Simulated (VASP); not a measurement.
# KTaO3 (P4/mmm) in VASP: notebook, part 2 of 2

VASP 6.6.1. The steps go on from the part before.

## Step 3: Single point, r2SCAN

This run uses another cell than the first one, of the same volume but with other edges.

Input file POSCAR:

```
KTaO3
1.0
    4.2103174618      0.0000000000      0.0000000000
    0.0000000000      4.2103174618      0.0000000000
    0.0000000000      0.0000000000      3.5787698425
K Ta O
1 1 3
Direct
    0.5000000000      0.5000000000      0.5000000000
    0.0000000000      0.0000000000      0.0000000000
    0.5000000000      0.0000000000      0.0000000000
    0.0000000000      0.5000000000      0.0000000000
    0.0000000000      0.0000000000      0.5000000000
```

Input file INCAR.step1:

```
SYSTEM = KTaO3
PREC     = Accurate       ! precision mode
ENCUT    = 660            ! plane-wave cutoff, eV
ISMEAR   = 0              ! smearing method
SIGMA    = 0.05           ! smearing width, eV
LREAL    = .False.        ! projectors in reciprocal space
LASPH    = .True.         ! aspherical terms in the spheres
NELM     = 120            ! most SCF steps
NBANDS   = 28             ! bands
GGA      = PE             ! functional
ALGO     = Normal         ! electronic algorithm
EDIFF    = 1E-5           ! SCF threshold, eV
LWAVE    = .True.         ! write WAVECAR
LCHARG   = .False.        ! write CHGCAR
GGA_COMPAT= .False.
```

Input file INCAR.step2:

```
SYSTEM = KTaO3
PREC     = Accurate       ! precision mode
ENCUT    = 660            ! plane-wave cutoff, eV
EDIFF    = 1E-6           ! SCF threshold, eV
ISMEAR   = 0              ! smearing method
SIGMA    = 0.05           ! smearing width, eV
LREAL    = .False.        ! projectors in reciprocal space
LASPH    = .True.         ! aspherical terms in the spheres
NELM     = 120            ! most SCF steps
ALGO     = Normal         ! electronic algorithm
ISIF     = 2              ! what is computed and relaxed
LWAVE    = .False.        ! write WAVECAR
LCHARG   = .True.         ! write CHGCAR
METAGGA  = R2SCAN         ! meta-GGA
LMIXTAU  = .True.       
LELF     = .True.         ! ELF
LVHAR    = .True.       
NBANDS   = 28             ! bands
ISTART   = 1            
GGA_COMPAT= .False.
```

Input file KPOINTS:

```
Automatic mesh
0
Gamma
  6 6 6
  0 0 0
```

Potentials or basis: VASP PAW PBE potentials, release 64 (K_sv, Ta_sv_GW, O).

Command:

```sh
> cat potpaw_PBE.64/K_sv/POTCAR potpaw_PBE.64/Ta_sv_GW/POTCAR potpaw_PBE.64/O/POTCAR > POTCAR
> cp INCAR.step1 INCAR
> mpirun -np 1 vasp_std > vasp.out
> cp INCAR.step2 INCAR
> mpirun -np 1 vasp_std > vasp.out
```

Run time: 2.3 min. Hardware: 1 thread of Intel Xeon 6975P-C (Granite Rapids), shared host; peak memory 0.27 GiB.

The run converged. Its results:

| Property | Result |
| --- | --- |
| Free energy | -88.1942 eV |
| Pressure | 11.6 GPa |
| Band gap on the k mesh | 2.25 eV (least direct gap 2.74 eV) |

Stress tensor (GPa, compression positive):
```
-16.05   0.00   0.00
  0.00 -16.05   0.00
  0.00   0.00  66.96
```

Levels at points of the mesh, in eV from the valence-band top:
| k point | band 16 | band 17 | band 18 | band 19 | band 20 | band 21 | band 22 | band 23 | band 24 | band 25 |
| --- | --- | --- | --- | --- | --- | --- | --- | --- | --- | --- |
| (0.00, 0.00, 0.00) | -1.47 | -0.60 | -0.60 | -0.58 | -0.49 | 2.25 | 2.51 | 2.51 | 5.80 | 5.99 |
| (0.50, 0.00, 0.00) | -1.80 | -1.73 | -1.45 | -1.22 | -0.67 | 2.60 | 4.58 | 4.60 | 6.28 | 9.40 |
| (0.50, 0.50, 0.00) | -2.92 | -1.96 | -1.96 | -1.53 | -0.11 | 4.61 | 4.61 | 5.68 | 9.84 | 10.31 |
| (0.00, 0.00, 0.50) | -2.28 | -1.92 | -1.46 | -0.81 | -0.81 | 2.60 | 5.90 | 6.99 | 6.99 | 8.04 |
| (0.50, 0.00, 0.50) | -2.37 | -1.74 | -1.22 | -1.02 | -0.41 | 4.72 | 6.77 | 6.97 | 7.69 | 10.56 |
| (0.50, 0.50, 0.50) | -4.61 | -2.97 | -0.23 | -0.23 | 0.00 | 5.89 | 7.77 | 7.77 | 8.82 | 9.63 |

Caveat: the cell stands under pressure; the PAW data sets were made with another functional, which shifts forces and pressure a little; spin-orbit coupling is left out, which moves the levels of the heavy elements. A k mesh can miss the band edges.

## Step 4: Single point, r2SCAN

This run uses another cell than the first one, of the same volume but with other edges.

Edit POSCAR of step 3 so:

```diff
@@ -2,5 +2,5 @@
 1.0
-    4.2103174618      0.0000000000      0.0000000000
-    0.0000000000      4.2103174618      0.0000000000
-    0.0000000000      0.0000000000      3.5787698425
+    4.1007051413      0.0000000000      0.0000000000
+    0.0000000000      4.1007051413      0.0000000000
+    0.0000000000      0.0000000000      3.7726487300
 K Ta O
```

Input file INCAR.step1:

```
SYSTEM = KTaO3
ALGO     = Normal         ! electronic algorithm
EDIFF    = 1E-5           ! SCF threshold, eV
ENCUT    = 660            ! plane-wave cutoff, eV
GGA      = PE             ! functional
GGA_COMPAT= .FALSE.      
ISMEAR   = 0              ! smearing method
LASPH    = .TRUE.         ! aspherical terms in the spheres
LCHARG   = .FALSE.        ! write CHGCAR
LREAL    = .FALSE.        ! projectors in reciprocal space
LWAVE    = .TRUE.         ! write WAVECAR
NBANDS   = 28             ! bands
NELM     = 120            ! most SCF steps
PREC     = Accurate       ! precision mode
SIGMA    = 0.05           ! smearing width, eV
```

Input file INCAR.step2:

```
SYSTEM = KTaO3
ALGO     = Normal         ! electronic algorithm
EDIFF    = 1E-6           ! SCF threshold, eV
ENCUT    = 660            ! plane-wave cutoff, eV
GGA_COMPAT= .FALSE.      
ISIF     = 2              ! what is computed and relaxed
ISMEAR   = 0              ! smearing method
ISTART   = 1            
LASPH    = .TRUE.         ! aspherical terms in the spheres
LCHARG   = .FALSE.        ! write CHGCAR
LMIXTAU  = .TRUE.       
LREAL    = .FALSE.        ! projectors in reciprocal space
LWAVE    = .FALSE.        ! write WAVECAR
METAGGA  = R2SCAN         ! meta-GGA
NBANDS   = 28             ! bands
NELM     = 120            ! most SCF steps
PREC     = Accurate       ! precision mode
SIGMA    = 0.05           ! smearing width, eV
```

Input file KPOINTS:

```
k-points
0
G
  6 6 6
  0 0 0
```

Potentials or basis: VASP PAW PBE potentials, release 64 (K_sv, Ta_sv_GW, O).

Command:

```sh
> cat potpaw_PBE.64/K_sv/POTCAR potpaw_PBE.64/Ta_sv_GW/POTCAR potpaw_PBE.64/O/POTCAR > POTCAR
> cp INCAR.step1 INCAR
> mpirun -np 1 vasp_std > vasp.out
> cp INCAR.step2 INCAR
> mpirun -np 1 vasp_std > vasp.out
```

OUTCAR:

```text
SYSTEM = KTaO3
   EDIFF = 1E-6
   ENCUT = 660
   ISIF = 2
   ISMEAR = 0
   ISTART = 1
   LASPH = .TRUE.
   LREAL = .FALSE.
   METAGGA = R2SCAN
   NELM = 120
   PREC = Accurate

 ion  position               nearest neighbor table
   1  0.500  0.500  0.500-   3 2.79   4 2.79   3 2.79   4 2.79   3 2.79   3 2.79   4 2.79   4 2.79
                             2 3.46   2 3.46   2 3.46   2 3.46   2 3.46   2 3.46   2 3.46   2 3.46
   2  0.000  0.000  0.000-   5 1.89   5 1.89   3 2.05   4 2.05   4 2.05   3 2.05   1 3.46   1 3.46
[... 954 lines left out ...]
  -------------------------------------------------------------------------------------
  Total       -3.5973179     -3.5973179     10.9572572      0.0000000      0.0000000      0.0000000
  in kB      -90.8502126    -90.8502126    276.7253737      0.0000000      0.0000000      0.0000000
  external PRESSURE =      31.6749828 kB  Pullay stress =       0.0000000 kB

 VOLUME and BASIS-vectors are now :
 -----------------------------------------------------------------------------
  energy-cutoff  :      660.00
  volume of cell :       63.44
      direct lattice vectors                 reciprocal lattice vectors
     4.100705141  0.000000000  0.000000000     0.243860499  0.000000000  0.000000000
     0.000000000  4.100705141  0.000000000     0.000000000  0.243860499  0.000000000
     0.000000000  0.000000000  3.772648730     0.000000000  0.000000000  0.265065759

 POSITION                                       TOTAL-FORCE (eV/Angst)
 -----------------------------------------------------------------------------------
      2.05035      2.05035      1.88632         0.000000      0.000000      0.000000
      0.00000      0.00000      0.00000         0.000000      0.000000      0.000000
      2.05035      0.00000      0.00000         0.000000      0.000000      0.000000
      0.00000      2.05035      0.00000         0.000000      0.000000      0.000000
      0.00000      0.00000      1.88632         0.000000      0.000000      0.000000
 -----------------------------------------------------------------------------------
    total drift:                                0.000000      0.000000     -0.000000

  FREE ENERGIE OF THE ION-ELECTRON SYSTEM (eV)
  ---------------------------------------------------
  free  energy   TOTEN  =       -89.4223042468 eV

  energy  without entropy=      -89.4223042468  energy(sigma->0) =      -89.42230425
```

OUTCAR.step1:

```text
SYSTEM = KTaO3
   EDIFF = 1E-5
   ENCUT = 660
   GGA = PE
   ISMEAR = 0
[... 980 lines left out ...]
      0.00000      0.00000      0.00000         0.000000      0.000000      0.000000
      2.05035      0.00000      0.00000         0.000000      0.000000      0.000000
      0.00000      2.05035      0.00000         0.000000      0.000000      0.000000
      0.00000      0.00000      1.88632         0.000000      0.000000      0.000000
 -----------------------------------------------------------------------------------
    total drift:                                0.000000      0.000000     -0.000000

  FREE ENERGIE OF THE ION-ELECTRON SYSTEM (eV)
  ---------------------------------------------------
  free  energy   TOTEN  =       -43.2289281096 eV

  energy  without entropy=      -43.2289281096  energy(sigma->0) =      -43.22892811
```

Run time: 3.4 min. Hardware: 1 thread of Intel Xeon Platinum 8488C (Sapphire Rapids), shared host; peak memory 0.28 GiB.

Results:

```yaml
Free_energy: -89.4223 eV
Pressure: 3.2 GPa
Band_gap_on_the_k_mesh: 2.44 eV (least direct gap 3.07 eV)
```

Levels at points of the mesh, in eV from the valence-band top:
| k point | band 18 | band 19 | band 20 | band 21 | band 22 | band 23 |
| --- | --- | --- | --- | --- | --- | --- |
| (0.00, 0.00, 0.00) | -0.67 | -0.67 | -0.63 | 2.44 | 2.56 | 2.56 |
| (0.50, 0.00, 0.00) | -1.55 | -1.10 | -0.85 | 2.68 | 4.99 | 5.00 |
| (0.50, 0.50, 0.00) | -2.19 | -1.78 | -0.07 | 5.02 | 5.02 | 6.20 |
| (0.00, 0.00, 0.50) | -1.49 | -0.85 | -0.85 | 2.67 | 6.16 | 6.16 |
| (0.50, 0.00, 0.50) | -1.31 | -1.22 | -0.20 | 5.07 | 6.18 | 7.11 |
| (0.50, 0.50, 0.50) | -0.12 | -0.12 | 0.00 | 6.37 | 7.23 | 7.23 |

Caveat: the cell stands under pressure; the PAW data sets were made with another functional, which shifts forces and pressure a little; spin-orbit coupling is left out, which moves the levels of the heavy elements. A k mesh can miss the band edges.

## Step 5: The runs side by side

| cell | gap on the mesh (eV) | pressure (GPa) |
| --- | --- | --- |
| a = 3.864, b = 3.864, c = 4.250 Å, 5 atoms | 2.46 | 3.8 |
| a = 4.210, b = 4.210, c = 3.579 Å, 5 atoms | 2.25 | 11.6 |
| a = 4.101, b = 4.101, c = 3.773 Å, 5 atoms | 2.44 | 3.2 |

Alike in all rows: task single point; level r2SCAN; potentials or basis VASP PAW PBE potentials, release 64 (K_sv, Ta_sv_GW, O); no spin polarisation; k mesh 6 × 6 × 6; cutoff (eV) 660; smearing gaussian 0.05 eV.

Caveats: the cell stands under pressure; the PAW data sets were made with another functional, which shifts forces and pressure a little; spin-orbit coupling is left out, which moves the levels of the heavy elements.

Total energies depend on the potentials used, so only differences within one code and one set of settings carry meaning.
